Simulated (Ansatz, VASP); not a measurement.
**Two plane-wave programs on LiF**

INCAR

```
SYSTEM = LiF
ALGO = Normal
EDIFF = 1E-7
ENCUT = 520
GGA = PE
ISIF = 2
ISMEAR = 0
LASPH = .True.
LCHARG = .False.
LREAL = .False.
LWAVE = .False.
NBANDS = 12
NELM = 60
PREC = Accurate
SIGMA = 0.02
```

Contents of KPOINTS:

```
k-points
0
Gamma
  10 10 10
  0 0 0
```

The input POSCAR:

```
LiF
1.0
    0.0000000000      2.0342203049      2.0342203049
    2.0342203049      0.0000000000      2.0342203049
    2.0342203049      2.0342203049      0.0000000000
Li F
1 1
Direct
    0.5000000000      0.5000000000      0.5000000000
    0.0000000000      0.0000000000      0.0000000000
```

Input for Ansatz:

```yaml
crystal:
  lattice:
    - [0.0, 2.0342203049, 2.0342203049]
    - [2.0342203049, 0.0, 2.0342203049]
    - [2.0342203049, 2.0342203049, 0.0]
  atoms:
    - { symbol: Li, position: [0.5, 0.5, 0.5] }
    - { symbol: F, position: [0.0, 0.0, 0.0] }
basis:
  ecutwfc: 420
kpoints:
  mp_grid: { grid: [10, 10, 10] }
  band_path: { path: [VBM, CBM], npoints: 2 }
hamiltonian:
  xc: pbe
scf:
  occupations: { method: gaussian, width: 0.02 }
output:
  forces: false
  stress: false
  eigenvalues: true
checkpoint:
  read: start.run
  write: ck
  compress: false
  write_wavefunctions: false
  write_every: 100000
```

Alike in both runs: task single point; functional PBE; k mesh 10 × 10 × 10; occupations gaussian, width 0.02 eV; no spin polarisation.

|  | VASP | Ansatz |
| --- | --- | --- |
| version | VASP 6.6.1 | Ansatz 0.2.0 |
| potentials or method | VASP PAW PBE potentials, release 64 (Li_sv, F), cutoff 520 eV | scalar-relativistic, plane waves, PAW |
| valence electrons in the cell | 10 | 10 |

```tsv
	VASP	Ansatz	Ansatz less VASP
gap on the k mesh at the Fermi level (eV)	8.83	8.83	+0.001
least direct gap on the mesh (eV)	8.83	8.83	+0.001
```

Noted on VASP's run: the cutoff is short for stress, so the pressure is rough.
